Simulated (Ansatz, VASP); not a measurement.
## CsPbBr3 in VASP and in Ansatz

The input INCAR:

```
SYSTEM = CsPbBr3
ALGO     = Normal         ! electronic algorithm
EDIFF    = 1E-6           ! SCF threshold, eV
EDIFFG   = -0.005         ! ionic threshold
ENCUT    = 600            ! plane-wave cutoff, eV
GGA      = PS             ! functional
IBRION   = 2              ! ionic algorithm
ISIF     = 3              ! what is computed and relaxed
ISMEAR   = 0              ! smearing method
LASPH    = .TRUE.         ! aspherical terms in the spheres
LCHARG   = .FALSE.        ! write CHGCAR
LREAL    = .FALSE.        ! projectors in reciprocal space
LWAVE    = .FALSE.        ! write WAVECAR
NELM     = 100            ! most SCF steps
NSW      = 100            ! ionic steps
PREC     = Accurate       ! precision mode
SIGMA    = 0.02           ! smearing width, eV
```

File KPOINTS:

```
k-points
0
G
  6 6 6
  0 0 0
```

The input POSCAR:

```
CsPbBr3
1.0
    5.9486308200      0.0000000000      0.0000000000
    0.0000000000      5.9486308200      0.0000000000
    0.0000000000      0.0000000000      5.9486308200
Cs Pb Br
1 1 3
Direct
    0.0000000000      0.0000000000      0.0000000000
    0.5000000000      0.5000000000      0.5000000000
    0.5000000000      0.5000000000      0.0000000000
    0.5000000000      0.0000000000      0.5000000000
    0.0000000000      0.5000000000      0.5000000000
```

Input for Ansatz:

```yaml
crystal:
  lattice:
    - [5.94863082, 0.0, 0.0]
    - [0.0, 5.94863082, 0.0]
    - [0.0, 0.0, 5.94863082]
  atoms:
    - { symbol: Cs, position: [0.0, 0.0, 0.0] }
    - { symbol: Pb, position: [0.5, 0.5, 0.5] }
    - { symbol: Br, position: [0.5, 0.5, 0.0] }
    - { symbol: Br, position: [0.5, 0.0, 0.5] }
    - { symbol: Br, position: [0.0, 0.5, 0.5] }
basis:
  ecutwfc: 420
kpoints:
  mp_grid: { grid: [6, 6, 6] }
hamiltonian:
  xc: pbesol
scf:
  occupations: { method: gaussian, width: 0.02 }
output:
  forces: true
  stress: true
  eigenvalues: true
relax:
  adjacent_minimum: "off"
  f_tol: 0.005
  max_steps: 80
  cell: { stress_tol: 0.05 }
```

Alike in both runs: task relaxation of cell and atoms; functional PBEsol; k mesh 6 × 6 × 6; occupations gaussian, width 0.02 eV; no spin polarisation.

```csv
,VASP,Ansatz
version,VASP 6.6.1,Ansatz 0.2.0
potentials or method,"VASP PAW PBE potentials, release 64 (Cs_sv, Pb_d, Br), cutoff 600 eV","scalar-relativistic, plane waves, PAW"
valence electrons in the cell,44,44
```

VASP gave:

```
gap on the k mesh at the Fermi level, each at its own relaxed structure (eV) : 1.44
relaxed volume (Å³/atom)                                                     : 40.55
relaxed length of the cell vector where the two differ most in proportion (Å)              : 5.875
```

Which values does Ansatz return?

gap on the k mesh at the Fermi level, each at its own relaxed structure (eV): 1.42; relaxed volume (Å³/atom): 40.44; relaxed length of the cell vector where the two differ most in proportion (Å): 5.869.

VASP's potentials were made for PBE, not for PBEsol.

Spin-orbit coupling is off throughout.
